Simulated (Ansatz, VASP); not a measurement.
# Two plane-wave programs on Os

File INCAR:

```
SYSTEM = Os
PREC = Accurate ; ENCUT = 520
EDIFF = 1E-7 ; ISMEAR = -1
SIGMA = 0.1 ; LREAL = .False.
LASPH = .True. ; NELM = 100
ALGO = Normal ; ISIF = 2
LWAVE = .False. ; LCHARG = .False.
GGA = RP ; NBANDS = 15
```

The input KPOINTS:

```
Automatic mesh
0
Gamma
  21 21 12
  0 0 0
```

File POSCAR:

```
Os
1.0
    2.8018594956      0.0000000000      0.0000000000
   -1.4009297478      2.4264815010      0.0000000000
    0.0000000000      0.0000000000      4.4143108470
Os
2
Direct
    0.3333333333      0.6666666667      0.2500000000
    0.6666666667      0.3333333333      0.7500000000
```

Input for Ansatz:

```yaml
crystal:
  lattice:
    - [2.8018594956, 0.0, 0.0]
    - [-1.4009297478, 2.4264815011, 0.0]
    - [0.0, 0.0, 4.414310847]
  atoms:
    - { symbol: Os, position: [0.3333333333, 0.6666666667, 0.25] }
    - { symbol: Os, position: [0.6666666667, 0.3333333333, 0.75] }
hamiltonian:
  xc: rpbe
  pseudopotentials:
    kind: paw
    azcp:
      Os: "pseudopotentials/Os.paw.azcp"
basis:
  ecutwfc: 420
  fft_grid_basis: typed
kpoints:
  mp_grid: { grid: [21, 21, 12], shift: [0, 0, 0] }
magnetization:
  spin_polarized: false
scf:
  occupations: { method: fermi_dirac, width: 0.1 }
output:
  stress: true
```

Alike in both runs: task single point; functional RPBE; k mesh 21 × 21 × 12; occupations fermi-dirac, width 0.1 eV; no spin polarisation.

|  | VASP | Ansatz |
| --- | --- | --- |
| version | VASP 6.6.1 | Ansatz 0.2.0 |
| potentials or method | VASP PAW PBE potentials, release 64 (Os), cutoff 520 eV | plane waves (420 eV) with PAW, scalar-relativistic |
| valence electrons in the cell | 16 | 32 |

VASP gave:

```
pressure (GPa)                                                : -14.2
traceless stress, the component that is largest in VASP (GPa) : -0.22
```

Which values does Ansatz return?

Pressure (GPa): -13.6; traceless stress, the component that is largest in VASP (GPa): -0.15.

VASP's potentials were made for PBE, not for RPBE. The functional is the same, so the differences come from potentials, cutoffs and numerics. VASP's potentials hold 16 valence electrons a cell and Ansatz's 32, so a difference there can come from the potentials and not from the codes.

Neither program's run includes spin-orbit coupling.
